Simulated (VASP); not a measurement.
# Sn5GeSe6 (P-3m1) in VASP: single point with PBE

Aim: the single point of Sn5GeSe6 with PBE.

All numbers are computed with VASP 6.6.1; they aren't measurements. Logs are shortened: lines on timing, memory, paths and dates and some standing lists are left out, and cuts for length are marked.

### Step 1. The cell of the first run

It takes space group P-3m1 (No. 164, trigonal). Conventional cell: a = 4.237 Å, b = 4.237 Å, c = 20.805 Å, α = 90.00°, β = 90.00°, γ = 120.00°. Within 4.0 Å of Sn (site symmetry 3m) lie 6 Se at 3.02 Å. Sn (site symmetry 3m) has 6 Se at 3.02 Å and 3 Ge at 4.11 Å and 9 Sn at 4.24 to 4.31 Å within 4.4 Å. Within 4.0 Å of Sn (site symmetry -3m) lie 6 Se at 3.02 Å. Ge (site symmetry -3m) has 6 Se at 2.89 Å within 3.8 Å. Se (site symmetry 3m) has 6 Sn at 3.02 Å within 4.0 Å. Within 4.0 Å of Se (site symmetry 3m) lie 3 Ge at 2.89 Å and 3 Sn at 3.02 Å and 3 Se at 3.94 Å. Within 4.0 Å of Se (site symmetry 3m) lie 6 Sn at 3.02 Å.

### Step 2. Single point, PBE

INCAR reads:

```
ALGO     = Normal         # electronic algorithm
EDIFF    = 1E-6           # SCF threshold, eV
ENCUT    = 500            # plane-wave cutoff, eV
GGA      = PE             # functional
GGA_COMPAT= False        
ISIF     = 2              # what is computed and relaxed
ISMEAR   = 0              # smearing method
LASPH    = True           # aspherical terms in the spheres
LCHARG   = True           # write CHGCAR
LELF     = True           # ELF
LREAL    = False          # projectors in reciprocal space
LVHAR    = True         
LWAVE    = False          # write WAVECAR
NBANDS   = 72             # bands
NELM     = 120            # most SCF steps
PREC     = Accurate       # precision mode
SIGMA    = 0.02           # smearing width, eV
```

KPOINTS reads:

```
k-points
0
Gamma
  12 12 2
```

POSCAR reads:

```
Sn5GeSe6
1.0
    4.2365916859      0.0000000000      0.0000000000
   -2.1182958430      3.6689960254      0.0000000000
    0.0000000000      0.0000000000     20.8054288800
Sn Ge Se
5 1 6
Direct
    0.3333333333      0.6666666667      0.8295690354
    0.6666666667      0.3333333333      0.6589938909
    0.3333333333      0.6666666667      0.3410061091
    0.6666666667      0.3333333333      0.1704309646
    0.0000000000      0.0000000000      0.0000000000
    0.0000000000      0.0000000000      0.5000000000
    0.0000000000      0.0000000000      0.7445143951
    0.3333333333      0.6666666667      0.5741952557
    0.6666666667      0.3333333333      0.4258047443
    0.0000000000      0.0000000000      0.2554856049
    0.3333333333      0.6666666667      0.0851551406
    0.6666666667      0.3333333333      0.9148448594
```

Potentials or basis: VASP PAW PBE potentials, release 64 (Sn_d, Ge_d, Se).

The run is started by

```sh
$ cat potpaw_PBE.64/Sn_d/POTCAR potpaw_PBE.64/Ge_d/POTCAR potpaw_PBE.64/Se/POTCAR > POTCAR
$ mpirun -np 1 vasp_std > vasp.out
```

OUTCAR:

```text
EDIFF = 1E-6
   ENCUT = 500
   GGA = PE
   ISIF = 2
   ISMEAR = 0
   LASPH = True
   LREAL = False
   NELM = 120
   PREC = Accurate

 ion  position               nearest neighbor table
   1  0.333  0.667  0.830-   7 3.02   7 3.02   7 3.02  12 3.02  12 3.02  12 3.02
   2  0.667  0.333  0.659-   8 3.02   8 3.02   8 3.02   7 3.02   7 3.02   7 3.02
   3  0.333  0.667  0.341-   9 3.02   9 3.02   9 3.02  10 3.02  10 3.02  10 3.02
   4  0.667  0.333  0.170-  10 3.02  10 3.02  10 3.02  11 3.02  11 3.02  11 3.02
   5  0.000  0.000  0.000-  11 3.02  12 3.02  11 3.02  12 3.02  12 3.02  11 3.02
   6  0.000  0.000  0.500-
   7  0.000  0.000  0.745-   1 3.02   1 3.02   1 3.02   2 3.02   2 3.02   2 3.02
   8  0.333  0.667  0.574-   2 3.02   2 3.02   2 3.02
   9  0.667  0.333  0.426-   3 3.02   3 3.02   3 3.02
  10  0.000  0.000  0.255-   4 3.02   4 3.02   4 3.02   3 3.02   3 3.02   3 3.02
  11  0.333  0.667  0.085-   5 3.02   5 3.02   5 3.02   4 3.02   4 3.02   4 3.02
  12  0.667  0.333  0.915-   5 3.02   5 3.02   5 3.02   1 3.02   1 3.02   1 3.02

  LATTYP: Found a hexagonal cell.
 ALAT       =     4.2365916859
 C/A-ratio  =     4.9108883797

  Lattice vectors:

 A1 = (   4.2365916859,   0.0000000000,   0.0000000000)
 A2 = (  -2.1182958430,   3.6689960254,   0.0000000000)
 A3 = (   0.0000000000,   0.0000000000,  20.8054288800)

Analysis of symmetry for initial positions (statically):
=====================================================================
 Subroutine PRICEL returns:
 Original cell was already a primitive cell.

 Routine SETGRP: Setting up the symmetry group for a
 hexagonal supercell.

 Subroutine GETGRP returns: Found 12 space group operations
 (whereof 12 operations were pure point group operations)
 out of a pool of 24 trial point group operations.

The static configuration has the point symmetry D_3d.

Analysis of symmetry for dynamics (positions and initial velocities):
=====================================================================
 Subroutine PRICEL returns:
 Original cell was already a primitive cell.

 Routine SETGRP: Setting up the symmetry group for a
 hexagonal supercell.

 Subroutine GETGRP returns: Found 12 space group operations
 (whereof 12 operations were pure point group operations)
 out of a pool of 24 trial point group operations.

The dynamic configuration has the point symmetry D_3d.

 Subroutine INISYM returns: Found 12 space group operations
 (whereof 12 operations are pure point group operations),
 and found     1 'primitive' translations

----------------------------------------------------------------------------------------

                                     Primitive cell

  volume of cell :     323.4004

  direct lattice vectors                    reciprocal lattice vectors
     4.236591686  0.000000000  0.000000000     0.236038796  0.136277062  0.000000000
    -2.118295843  3.668996025  0.000000000     0.000000000  0.272554125  0.000000000
     0.000000000  0.000000000 20.805428880     0.000000000  0.000000000  0.048064378

  length of vectors
     4.236591686  4.236591686 20.805428880     0.272554125  0.272554125  0.048064378

  position of ions in fractional coordinates (direct lattice)
     0.333333333  0.666666667  0.829569035
     0.666666667  0.333333333  0.658993891
     0.333333333  0.666666667  0.341006109
     0.666666667  0.333333333  0.170430965
     0.000000000  0.000000000  0.000000000
     0.000000000  0.000000000  0.500000000
     0.000000000  0.000000000  0.744514395
     0.333333333  0.666666667  0.574195256
     0.666666667  0.333333333  0.425804744
     0.000000000  0.000000000  0.255485605
     0.333333333  0.666666667  0.085155141
     0.666666667  0.333333333  0.914844859

  ion indices of the primitive-cell ions
   primitive index   ion index
                 1           1
                 2           2
                 3           3
                 4           4
                 5           5
                 6           6
                 7           7
                 8           8
                 9           9
                10          10
                11          11
                12          12

----------------------------------------------------------------------------------------

 KPOINTS: k-points

Automatic generation of k-mesh.
 Grid dimensions read from file:
 generate k-points for:   12   12    2

 Generating k-lattice:

  Cartesian coordinates                     Fractional coordinates (reciprocal lattice)
     0.019669900  0.011356422  0.000000000     0.083333333  0.000000000  0.000000000
     0.000000000  0.022712844  0.000000000     0.000000000  0.083333333  0.000000000
     0.000000000  0.000000000  0.024032189     0.000000000  0.000000000  0.500000000

  Length of vectors
     0.022712844  0.022712844  0.024032189

  Shift w.r.t. Gamma in fractional coordinates (k-lattice)
     0.000000000  0.000000000  0.000000000

 Subroutine IBZKPT returns following result:
 ===========================================

 Found     38 irreducible k-points:

 Following reciprocal coordinates:
            Coordinates               Weight
  0.000000  0.000000  0.000000      1.000000
  0.083333 -0.000000  0.000000      6.000000
  0.166667 -0.000000  0.000000      6.000000
  0.250000 -0.000000  0.000000      6.000000
  0.333333 -0.000000  0.000000      6.000000
  0.416667 -0.000000  0.000000      6.000000
[... 16 lines left out ...]
  0.250000 -0.000000  0.500000      6.000000
  0.333333 -0.000000  0.500000      6.000000
 [... further k-points ...]
   k-points           NKPTS =     38   k-points in BZ     NKDIM =     38   number of bands    NBANDS=     72
   number of dos      NEDOS =    301   number of ions     NIONS =     12
   total plane-waves  NPLWV = 163840
   dimension x,y,z NGX =    32 NGY =   32 NGZ =  160
   dimension x,y,z NGXF=    64 NGYF=   64 NGZF=  320
   ions per type =               5   1   6
   NGX,Y,Z   is equivalent  to a cutoff of  12.56, 12.56, 12.78 a.u.
   NGXF,Y,Z  is equivalent  to a cutoff of  25.11, 25.11, 25.57 a.u.
 SYSTEM =  unknown system
   PREC   = accura    normal or accurate (medium, high low for compatibility)
   ISTART =      0    job   : 0-new  1-cont  2-samecut
   ICHARG =      2    charge: 1-file 2-atom 10-const
   ISPIN  =      1    spin polarized calculation?
   LNONCOLLINEAR =      F non collinear calculations
   LSORBIT =      F    spin-orbit coupling
   LASPH  =      T    aspherical Exc in radial PAW
   ENCUT  =  500.0 eV  36.75 Ry    6.06 a.u.   7.72  7.72 37.93*2*pi/ulx,y,z
   NELM   =    120;   NELMIN=  2; NELMDL= -5     # of ELM steps
   EDIFF  = 0.1E-05   stopping-criterion for ELM
   LREAL  =      F    real-space projection
   EDIFFG = 0.1E-04   stopping-criterion for IOM
   NSW    =      0    number of steps for IOM
   IBRION =     -1    ionic relax: 0-MD 1-quasi-New 2-CG
   NFREE  =      0    steps in history (QN), initial steepest desc. (CG)
   ISIF   =      2    stress and relaxation
   ISYM   =      2    0-nonsym 1-usesym 2-fastsym
   POTIM  = 0.5000    time-step for ionic-motion
   TEBEG  =    0.0;   TEEND  =   0.0 temperature during run
   PSTRESS=    0.0 pullay stress
   NELECT =     120.0000    total number of electrons
   NUPDOWN=      -1.0000    fix difference up-down
   EMIN   =  10.00;   EMAX   =-10.00  energy-range for DOS
   EFERMI =   0.00;   METHOD = LEGACY
   ISMEAR =     0;   SIGMA  =   0.02  broadening in eV -4-tet -1-fermi 0-gaus
   EFERMI_NEDOS =   21; number of points for ismear=-14 and -15
   IALGO  =     38    algorithm
   IMIX   =      4    mixing-type and parameters
     AMIX     =   0.40;   BMIX     =  1.00
     AMIX_MAG =   1.60;   BMIX_MAG =  1.00
  volume/ion in A,a.u.               =      26.95       181.87
  Fermi-wavevector in a.u.,A,eV,Ry     =   1.176400  2.223074 18.829338  1.383917
  Thomas-Fermi vector in A             =   2.312765
   LORBIT       =      0    0 simple, 1 ext, 2 COOP (PROOUT), +10 PAW based schemes
   GGA     = PE    functional components
   LHFCALC =     F    Hartree Fock is set to
   AEXX    =    0.0000 exact exchange contribution
   IVDW    =     0    specifies the selected vdW correction
   LEPSILON=     F    determine dielectric tensor
   LRPA    =     F    only Hartree local field effects (RPA)
 non-spin polarized calculation
 Gauss-broadening in eV      SIGMA  =   0.02
  energy-cutoff  :      500.00
  volume of cell :      323.40
 maximum number of plane-waves:      8272
 NGX is ok and might be reduce to    32
   NGX = 15   NGY = 15   NGZ = 75

 number of electron     120.0000023 magnetization

 Free energy of the ion-electron system (eV)
  ---------------------------------------------------
  ext. energy  EPLUGINS =         0.00000000
  ---------------------------------------------------
  free energy    TOTEN  =       -49.45053952 eV

  energy without entropy =      -49.45053952  energy(sigma->0) =      -49.45053952

 E-fermi :   5.4758     XC(G=0):  -9.5870

 val. band max:        5.3249688226   @ k =   0.0000   0.0000   0.0000
 cond. band min:       5.6984900468   @ k =   0.0833  -0.0000   0.5000
 fundamental gap:      0.3735212242
 Fermi energy:         5.4757647029

 k-point     1 :       0.0000    0.0000    0.0000
  band No.  band energies     occupation
      1     -19.7056      2.00000
      2     -19.7056      2.00000
      3     -19.7055      2.00000
      4     -19.7022      2.00000
      5     -19.7022      2.00000
      6     -16.3264      2.00000
[... 64 lines left out ...]
     71       8.3347      0.00000
     72       8.4255      0.00000
[... 1723 lines left out ...]
     71       8.8022      0.00000
     72       8.9804      0.00000

 [... further k-points ...]

------------------------ aborting loop because EDIFF is reached ----------------------------------------

  FORCE on cell =-STRESS in cart. coord.  units (eV):
  Direction    XX          YY          ZZ          XY          YZ          ZX
  --------------------------------------------------------------------------------------
  -------------------------------------------------------------------------------------
  Total       -0.0027637     -0.0027637     -0.0004562      0.0000000      0.0000000     -0.0000000
  in kB       -0.0136916     -0.0136916     -0.0022603      0.0000000      0.0000000     -0.0000000
  external PRESSURE =      -0.0098812 kB  Pullay stress =       0.0000000 kB

 VOLUME and BASIS-vectors are now :
 -----------------------------------------------------------------------------
  energy-cutoff  :      500.00
  volume of cell :      323.40
      direct lattice vectors                 reciprocal lattice vectors
     4.236591686  0.000000000  0.000000000     0.236038796  0.136277062  0.000000000
    -2.118295843  3.668996025  0.000000000     0.000000000  0.272554125  0.000000000
     0.000000000  0.000000000 20.805428880     0.000000000  0.000000000  0.048064378

 POSITION                                       TOTAL-FORCE (eV/Angst)
 -----------------------------------------------------------------------------------
     -0.00000      2.44600     17.25954         0.000000      0.000000      0.000268
      2.11830      1.22300     13.71065        -0.000000     -0.000000     -0.003332
     -0.00000      2.44600      7.09478         0.000000      0.000000      0.003332
      2.11830      1.22300      3.54589         0.000000      0.000000     -0.000268
      0.00000      0.00000      0.00000        -0.000000      0.000000      0.000000
      0.00000      0.00000     10.40271        -0.000000      0.000000      0.000000
      0.00000      0.00000     15.48994        -0.000000      0.000000      0.000885
     -0.00000      2.44600     11.94638         0.000000      0.000000      0.000180
      2.11830      1.22300      8.85905         0.000000      0.000000     -0.000180
      0.00000      0.00000      5.31549        -0.000000     -0.000000     -0.000885
     -0.00000      2.44600      1.77169         0.000000      0.000000     -0.000478
      2.11830      1.22300     19.03374         0.000000      0.000000      0.000478
 -----------------------------------------------------------------------------------
    total drift:                               -0.000000      0.000000     -0.000000

  FREE ENERGIE OF THE ION-ELECTRON SYSTEM (eV)
  ---------------------------------------------------
  free  energy   TOTEN  =       -49.4505395179 eV

  energy  without entropy=      -49.4505395179  energy(sigma->0) =      -49.45053952
```

It took 14 min on 1 thread of Intel Xeon Platinum 8488C (Sapphire Rapids), shared host; peak memory 0.82 GiB.

Results:

* Free energy: -49.4505 eV
* Pressure: 0.0 GPa
* Largest force: 0.003 eV/Å
* Band gap on the k mesh: 0.37 eV (least direct gap 0.42 eV)

Forces on the atoms (eV/Å):
```
Sn   0.000  0.000  0.000
Sn   0.000  0.000 -0.003
Sn   0.000  0.000  0.003
Sn   0.000  0.000  0.000
Sn   0.000  0.000  0.000
Ge   0.000  0.000  0.000
Se   0.000  0.000  0.001
Se   0.000  0.000  0.000
Se   0.000  0.000  0.000
Se   0.000  0.000 -0.001
Se   0.000  0.000  0.000
Se   0.000  0.000  0.000
```

Levels at points of the mesh, in eV from the valence-band top:
| k point | band 57 | band 58 | band 59 | band 60 | band 61 | band 62 | band 63 | band 64 |
| --- | --- | --- | --- | --- | --- | --- | --- | --- |
| (0.00, 0.00, 0.00) | -1.31 | -0.72 | -0.48 | 0.00 | 0.44 | 1.08 | 1.08 | 1.35 |
| (0.50, 0.00, 0.00) | -1.90 | -1.42 | -1.33 | -0.01 | 0.43 | 1.14 | 1.18 | 1.58 |
| (0.00, 0.00, 0.50) | -1.20 | -0.84 | -0.27 | -0.23 | 0.71 | 0.85 | 1.11 | 1.11 |
| (0.50, 0.00, 0.50) | -2.12 | -2.07 | -0.44 | -0.39 | 0.52 | 0.61 | 1.44 | 1.55 |

Caveat: semilocal functionals underestimate gaps, and a narrow one can read as zero; spin-orbit coupling is left out, which moves the levels of the heavy elements. A k mesh can miss the band edges.
